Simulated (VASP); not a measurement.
A run of VASP 6.6.1 is set up as follows.

Contents of INCAR:

```
ALGO = Normal ; EDIFF = 1E-6
ENCUT = 520 ; GGA = CA
ISIF = 2 ; ISMEAR = 0
LASPH = True ; LCHARG = False
LREAL = Auto ; LWAVE = False
NBANDS = 52 ; NELECT = 74.0
NELM = 60 ; PREC = Accurate
SIGMA = 0.02
```

File KPOINTS:

```
k-points
0
Gamma
  3 3 3
```

File POSCAR:

```
Si16Ag
1.0
    0.0000000000      5.4019422852     -5.4019422852
    5.4019422852      5.4019422852      0.0000000000
    5.4019422852      0.0000000000     -5.4019422852
Si Ag
16 1
Direct
    0.1322717557      0.1277424822      0.1257201599
    0.1320605767      0.6178379521      0.1241195898
    0.5902349113      0.1371561765      0.1368172229
    0.6329633498      0.6261568101      0.1156172759
    0.1303703675      0.1224706651      0.6248161801
    0.1307839051      0.6238126024      0.6211430702
    0.6332221533      0.1194425756      0.6236922429
    0.6332824012      0.6236292351      0.6227648781
    0.2611567883      0.7457975294      0.2491585393
    0.2272212780      0.2565792725      0.2631777317
    0.7414332736      0.7517297230      0.2519924948
    0.7411883772      0.2558104314      0.2531183202
    0.2611304390      0.7422943872      0.7442842461
    0.2611778189      0.2518103391      0.7454413101
    0.7586325080      0.7480649854      0.7444167738
    0.7413678484      0.2526178740      0.7532616849
   -0.0247088339      0.0063577469      0.0161833115
```

Potentials or basis: VASP PAW LDA potentials, release 64 (Si, Ag).

Launch:

```console
$ cat potpaw_LDA.64/Si/POTCAR potpaw_LDA.64/Ag/POTCAR > POTCAR
$ mpirun -np 1 vasp_std > vasp.out
```

Task: Predict the largest force.

Result: 0.020 eV/Å.

Forces in eV/Å, atoms in the order of the input:
```
Si   0.012  0.003 -0.004
Si  -0.006 -0.015 -0.003
Si   0.004 -0.015  0.013
Si   0.001 -0.004  0.005
Si  -0.006  0.004  0.013
Si   0.001 -0.002  0.000
Si   0.001 -0.001  0.003
Si   0.001 -0.002  0.000
Si  -0.003  0.004 -0.001
Si  -0.003  0.002 -0.004
Si   0.003  0.003 -0.007
Si  -0.003  0.005 -0.005
Si   0.001  0.006 -0.005
Si  -0.001  0.000 -0.001
Si   0.000  0.003 -0.002
Si   0.000  0.008 -0.002
Ag  -0.002  0.001  0.000
```

Caveat: the cell carries a net charge on a neutralising background, which shifts energy and pressure; the cell differs from its parent crystal (with an interstitial atom, then relaxed in part).
